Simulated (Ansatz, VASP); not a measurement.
**AlNi3: VASP beside Ansatz**

```
Al Ni
1.0
     0.00000    2.80189    2.80189
     2.80189    0.00000    2.80189
     2.80189    2.80189    0.00000
Al Ni
1 3
Direct
  0.50000 0.50000 0.50000
  0.25000 0.25000 0.25000
  0.00000 0.00000 0.00000
  0.75000 0.75000 0.75000
```

Alike in both runs: task single point; functional PBE; k mesh 1 × 1 × 1; occupations gaussian, width 0.1 eV; no spin polarisation.

```csv
,VASP,Ansatz
version,VASP 6.6.1,Ansatz 0.2.0
potentials or method,"VASP PAW PBE potentials, release 64 (Al, Ni_sv_GW), cutoff 690 eV","scalar-relativistic, plane waves, PAW"
valence electrons in the cell,57,57
```

|  | VASP | Ansatz | Ansatz less VASP |
| --- | --- | --- | --- |
| pressure (GPa) | 10.5 | 11.0 | +0.42 |

The k mesh is coarse, so the values compare programs but aren't converged.
